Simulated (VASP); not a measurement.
Here is a VASP 6.6.1 calculation.

The input INCAR:

```
ALGO     = Normal         # electronic algorithm
EDIFF    = 1E-6           # SCF threshold, eV
ENCUT    = 750            # plane-wave cutoff, eV
GGA      = PE             # functional
GGA_COMPAT= False        
ISIF     = 2              # what is computed and relaxed
ISMEAR   = 0              # smearing method
LASPH    = True           # aspherical terms in the spheres
LCHARG   = False          # write CHGCAR
LMAXMIX  = 6              # l up to which the mixer works
LREAL    = False          # projectors in reciprocal space
LWAVE    = False          # write WAVECAR
NBANDS   = 28             # bands
NELM     = 200            # most SCF steps
PREC     = Accurate       # precision mode
SIGMA    = 0.1            # smearing width, eV
```

The input KPOINTS:

```
k-points
0
Gamma
  4 4 2
```

File POSCAR:

```
LiTmH4
1.0
    3.4397879436      0.0000074975     -0.0002591949
   -0.0000476464      5.7103391450     -0.0008370815
   -0.0006899391     -0.0013067935      6.0326869525
Li Tm H
2 2 8
Direct
    0.9994194709      0.5050692098      0.0735300497
    0.5008581281      0.4948552702      0.5739101208
   -0.0000409511      0.9605811513      0.7242370611
    0.5000229059      0.0394222788      0.2241655494
    0.5000735303      0.1905869104      0.6849052602
    0.0000863962      0.1292800512      0.4155250919
    0.4998427141      0.8353338580      0.5241703964
   -0.0000738607      0.8095575469      0.1840423731
    0.4998586990      0.8705580866      0.9152786200
    0.5001218442      0.4135236051      0.2332837174
   -0.0001891601      0.5864848142      0.7326228193
    0.0000202831      0.1647472176      0.0243639137
```

Potentials or basis: VASP PAW PBE potentials, release 64 (Li_sv, Tm_3, H), 4f in core.

The run is started by

```console
$ cat potpaw_PBE.64/Li_sv/POTCAR potpaw_PBE.64/Tm_3/POTCAR potpaw_PBE.64/H/POTCAR > POTCAR
$ mpirun -np 1 vasp_std > vasp.out
```

Task: What does it give for the pressure?

Result: 0.4 GPa.

Task: Estimate the band gap on the k mesh.

Result: 2.16 eV (least direct gap 3.12 eV).

Stress tensor (GPa, compression positive):
```
 0.56  0.00  0.01
 0.00  0.33 -0.01
 0.01 -0.01  0.45
```

Caveat: the k points lie up to 0.52 Å⁻¹ apart; spin-orbit coupling is left out, which moves the levels of the heavy elements; the 4f electrons are frozen in the core, so they carry no moment and show no levels. Spin polarisation is off, so any magnetic state and its effect on volume and gap are missing.
